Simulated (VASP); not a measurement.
# LiNbO3 (R-3c) in VASP: a series of runs, part 2 of 2

VASP 6.6.1. The steps go on from the part before.

## Step 3: Single point, PBE

This run uses another cell than the first one, of the same volume but with other edges.

Contents of INCAR:

```
PREC = Accurate
ENCUT = 520
EDIFF = 1E-6
ISMEAR = 0
SIGMA = 0.05
LREAL = F
LASPH = T
NELM = 60
ALGO = Normal
ISIF = 2
LWAVE = F
LCHARG = F
GGA = PE
NBANDS = 45
```

Contents of KPOINTS:

```
Automatic mesh
0
Gamma
  6 6 6
```

Contents of POSCAR:

```
LiNbO3
1.0
    2.7391116143      1.5814268279      4.1800669308
   -2.7391116143      1.5814268279      4.1800669308
    0.0000000000     -3.1628536556      4.1800669309
Li Nb O
2 2 6
Direct
    0.2500000000      0.2500000000      0.2500000000
    0.7500000000      0.7500000000      0.7500000000
    0.0000000000      0.0000000000      0.0000000000
    0.5000000000      0.5000000000      0.5000000000
    0.1494812620      0.3505187380      0.7500000000
    0.7500000000      0.1494812620      0.3505187380
    0.3505187380      0.7500000000      0.1494812620
    0.8505187380      0.6494812620      0.2500000000
    0.2500000000      0.8505187380      0.6494812620
    0.6494812620      0.2500000000      0.8505187380
```

Potentials or basis: VASP PAW PBE potentials, release 64 (Li_sv, Nb_sv, O).

Command:

```sh
$ cat potpaw_PBE.64/Li_sv/POTCAR potpaw_PBE.64/Nb_sv/POTCAR potpaw_PBE.64/O/POTCAR > POTCAR
$ mpirun -np 1 vasp_std > vasp.out
```

OUTCAR:

```text
PREC = Accurate
   ENCUT = 520
   EDIFF = 1E-6
   ISMEAR = 0
   LREAL = F
   LASPH = T
   NELM = 60
   ISIF = 2
   GGA = PE

 ion  position               nearest neighbor table
   1  0.250  0.250  0.250-   9 2.19  10 2.19   8 2.19
   2  0.750  0.750  0.750-   6 2.19   7 2.19   5 2.19
   3  0.000  0.000  0.000-   5 1.97   8 1.97   6 1.97   9 1.97   7 1.97  10 1.97
   4  0.500  0.500  0.500-   5 1.97   8 1.97   7 1.97  10 1.97   9 1.97   6 1.97
   5  0.149  0.351  0.750-   3 1.97   4 1.97   2 2.19
   6  0.750  0.149  0.351-   3 1.97   4 1.97   2 2.19
   7  0.351  0.750  0.149-   4 1.97   3 1.97   2 2.19
   8  0.851  0.649  0.250-   3 1.97   4 1.97   1 2.19
   9  0.250  0.851  0.649-   3 1.97   4 1.97   1 2.19
  10  0.649  0.250  0.851-   4 1.97   3 1.97   1 2.19

  LATTYP: Found a trigonal (rhomboedric) cell.
 ALAT       =     5.2418129300
 COS(alpha) =     0.4538820907

  Lattice vectors:

 A1 = (   2.7391116143,   1.5814268279,   4.1800669308)
 A2 = (  -2.7391116143,   1.5814268279,   4.1800669308)
 A3 = (   0.0000000000,  -3.1628536556,   4.1800669309)

Analysis of symmetry for initial positions (statically):
=====================================================================
 Subroutine PRICEL returns:
 Original cell was already a primitive cell.

 Routine SETGRP: Setting up the symmetry group for a
 trigonal (rhombohedral) supercell.

 Subroutine GETGRP returns: Found 12 space group operations
 (whereof  6 operations were pure point group operations)
 out of a pool of 12 trial point group operations.

The static configuration has the point symmetry S_6 .
 The point group associated with its full space group is D_3d.

Analysis of symmetry for dynamics (positions and initial velocities):
=====================================================================
 Subroutine PRICEL returns:
 Original cell was already a primitive cell.

 Routine SETGRP: Setting up the symmetry group for a
 trigonal (rhombohedral) supercell.

 Subroutine GETGRP returns: Found 12 space group operations
 (whereof  6 operations were pure point group operations)
 out of a pool of 12 trial point group operations.

The dynamic configuration has the point symmetry S_6 .
 The point group associated with its full space group is D_3d.

 Subroutine INISYM returns: Found 12 space group operations
 (whereof  6 operations are pure point group operations),
 and found     1 'primitive' translations

----------------------------------------------------------------------------------------

                                     Primitive cell

  volume of cell :     108.6409

  direct lattice vectors                    reciprocal lattice vectors
     2.739111614  1.581426828  4.180066931     0.182540937  0.105390059  0.079743540
    -2.739111614  1.581426828  4.180066931    -0.182540937  0.105390059  0.079743540
     0.000000000 -3.162853656  4.180066931     0.000000000 -0.210780118  0.079743540

  length of vectors
     5.241812930  5.241812930  5.241812930     0.225360356  0.225360356  0.225360356

  position of ions in fractional coordinates (direct lattice)
     0.250000000  0.250000000  0.250000000
     0.750000000  0.750000000  0.750000000
     0.000000000  0.000000000  0.000000000
[... 73 lines left out ...]
 [... further k-points ...]
   k-points           NKPTS =     32   k-points in BZ     NKDIM =     32   number of bands    NBANDS=     45
   number of dos      NEDOS =    301   number of ions     NIONS =     10
   total plane-waves  NPLWV =  64000
   dimension x,y,z NGX =    40 NGY =   40 NGZ =   40
   dimension x,y,z NGXF=    80 NGYF=   80 NGZF=   80
   ions per type =               2   2   6
   NGX,Y,Z   is equivalent  to a cutoff of  12.69, 12.69, 12.69 a.u.
   NGXF,Y,Z  is equivalent  to a cutoff of  25.37, 25.37, 25.37 a.u.
 SYSTEM =  unknown system
   PREC   = accura    normal or accurate (medium, high low for compatibility)
   ISTART =      0    job   : 0-new  1-cont  2-samecut
   ICHARG =      2    charge: 1-file 2-atom 10-const
   ISPIN  =      1    spin polarized calculation?
   LNONCOLLINEAR =      F non collinear calculations
   LSORBIT =      F    spin-orbit coupling
   LASPH  =      T    aspherical Exc in radial PAW
   ENCUT  =  520.0 eV  38.22 Ry    6.18 a.u.   9.75  9.75  9.75*2*pi/ulx,y,z
   NELM   =     60;   NELMIN=  2; NELMDL= -5     # of ELM steps
   EDIFF  = 0.1E-05   stopping-criterion for ELM
   LREAL  =      F    real-space projection
   EDIFFG = 0.1E-04   stopping-criterion for IOM
   NSW    =      0    number of steps for IOM
   IBRION =     -1    ionic relax: 0-MD 1-quasi-New 2-CG
   NFREE  =      0    steps in history (QN), initial steepest desc. (CG)
   ISIF   =      2    stress and relaxation
   ISYM   =      2    0-nonsym 1-usesym 2-fastsym
   POTIM  = 0.5000    time-step for ionic-motion
   TEBEG  =    0.0;   TEEND  =   0.0 temperature during run
   PSTRESS=    0.0 pullay stress
   NELECT =      68.0000    total number of electrons
   NUPDOWN=      -1.0000    fix difference up-down
   EMIN   =  10.00;   EMAX   =-10.00  energy-range for DOS
   EFERMI =   0.00;   METHOD = LEGACY
   ISMEAR =     0;   SIGMA  =   0.05  broadening in eV -4-tet -1-fermi 0-gaus
   EFERMI_NEDOS =   21; number of points for ismear=-14 and -15
   IALGO  =     38    algorithm
   IMIX   =      4    mixing-type and parameters
     AMIX     =   0.40;   BMIX     =  1.00
     AMIX_MAG =   1.60;   BMIX_MAG =  1.00
  volume/ion in A,a.u.               =      10.86        73.31
  Fermi-wavevector in a.u.,A,eV,Ry     =   1.400383  2.646339 26.681995  1.961071
  Thomas-Fermi vector in A             =   2.523349
   LORBIT       =      0    0 simple, 1 ext, 2 COOP (PROOUT), +10 PAW based schemes
   GGA     = PE    functional components
   LHFCALC =     F    Hartree Fock is set to
   AEXX    =    0.0000 exact exchange contribution
   IVDW    =     0    specifies the selected vdW correction
   LEPSILON=     F    determine dielectric tensor
   LRPA    =     F    only Hartree local field effects (RPA)
 non-spin polarized calculation
 Gauss-broadening in eV      SIGMA  =   0.05
  energy-cutoff  :      520.00
  volume of cell :      108.64
 maximum number of plane-waves:      2958
   NGX = 19   NGY = 19   NGZ = 19

 number of electron      67.9999991 magnetization

 Free energy of the ion-electron system (eV)
  ---------------------------------------------------
  ext. energy  EPLUGINS =         0.00000000
  ---------------------------------------------------
  free energy    TOTEN  =       -78.99177094 eV

  energy without entropy =      -78.99177094  energy(sigma->0) =      -78.99177094

 E-fermi :   3.9865     XC(G=0): -10.6805

 val. band max:        3.7606805748   @ k =   0.0000   0.0000   0.0000
 cond. band min:       5.9438833868   @ k =   0.0000   0.0000   0.0000
 fundamental gap:      2.1832028120
 Fermi energy:         3.9864535531

 k-point     1 :       0.0000    0.0000    0.0000
  band No.  band energies     occupation
      1     -50.6978      2.00000
      2     -50.6829      2.00000
      3     -40.0622      2.00000
      4     -40.0607      2.00000
      5     -26.9613      2.00000
      6     -26.9613      2.00000
[... 1141 lines left out ...]
     44      13.3672      0.00000
     45      13.4712      0.00000

 [... further k-points ...]

------------------------ aborting loop because EDIFF is reached ----------------------------------------

  FORCE on cell =-STRESS in cart. coord.  units (eV):
  Direction    XX          YY          ZZ          XY          YZ          ZX
  --------------------------------------------------------------------------------------
  -------------------------------------------------------------------------------------
  Total       -1.0365054     -1.0365054     12.0041409     -0.0000000      0.0000000     -0.0000000
  in kB      -15.2858237    -15.2858237    177.0306030     -0.0000000      0.0000000     -0.0000000
  external PRESSURE =      48.8196519 kB  Pullay stress =       0.0000000 kB

 VOLUME and BASIS-vectors are now :
 -----------------------------------------------------------------------------
  energy-cutoff  :      520.00
  volume of cell :      108.64
      direct lattice vectors                 reciprocal lattice vectors
     2.739111614  1.581426828  4.180066931     0.182540937  0.105390059  0.079743540
    -2.739111614  1.581426828  4.180066931    -0.182540937  0.105390059  0.079743540
     0.000000000 -3.162853656  4.180066931     0.000000000 -0.210780118  0.079743540

 POSITION                                       TOTAL-FORCE (eV/Angst)
 -----------------------------------------------------------------------------------
      0.00000      0.00000      3.13505        -0.000000     -0.000000      0.000000
      0.00000      0.00000      9.40515        -0.000000     -0.000000      0.000000
      0.00000      0.00000      0.00000        -0.000000     -0.000000      0.000000
      0.00000      0.00000      6.27010        -0.000000     -0.000000      0.000000
     -0.55066     -1.58143      5.22508        -0.312812     -0.000000     -0.000000
      1.64489      0.31382      5.22508         0.156406     -0.270903      0.000000
     -1.09422      1.26760      5.22508         0.156406      0.270903     -0.000000
      0.55066      1.58143      7.31512         0.312812     -0.000000     -0.000000
     -1.64489     -0.31382      7.31512        -0.156406      0.270903     -0.000000
      1.09422     -1.26760      7.31512        -0.156406     -0.270903      0.000000
 -----------------------------------------------------------------------------------
    total drift:                                0.000000     -0.000000      0.000000

  FREE ENERGIE OF THE ION-ELECTRON SYSTEM (eV)
  ---------------------------------------------------
  free  energy   TOTEN  =       -78.9917709362 eV

  energy  without entropy=      -78.9917709362  energy(sigma->0) =      -78.99177094
```

Wall time 89 s (1 thread of Intel Xeon 6975P-C (Granite Rapids), shared host); peak memory 0.31 GiB.

Results:

```yaml
Free_energy: -78.9918 eV
Largest_force: 0.313 eV/Å
Band_gap_on_the_k_mesh: 2.18 eV
```

Forces on the atoms (eV/Å):
```
Li   0.000  0.000  0.000
Li   0.000  0.000  0.000
Nb   0.000  0.000  0.000
Nb   0.000  0.000  0.000
O   -0.313  0.000  0.000
O    0.156 -0.271  0.000
O    0.156  0.271  0.000
O    0.313  0.000  0.000
O   -0.156  0.271  0.000
O   -0.156 -0.271  0.000
```

Levels at points of the mesh, in eV from the valence-band top:
```
           k point  band 30  band 31  band 32  band 33  band 34  band 35  band 36  band 37  band 38  band 39
(0.00, 0.00, 0.00)    -0.20    -0.20    -0.20    -0.20     0.00     2.18     2.51     2.51     4.96     4.96
(0.50, 0.00, 0.00)    -0.60    -0.22    -0.22    -0.14    -0.14     4.13     4.13     4.26     4.26     4.32
(0.50, 0.50, 0.00)    -1.34    -0.96    -0.60    -0.23    -0.06     2.37     3.76     4.12     4.58     5.02
(0.50, 0.50, 0.50)    -0.61    -0.61    -0.61    -0.55    -0.55     3.68     3.68     4.49     4.49     4.49
```

Caveat: the cutoff is under 1.25 times the usual one of these potentials, so pressure, stress and relaxed cells hold a basis-set (Pulay) error. A k mesh can miss the band edges.
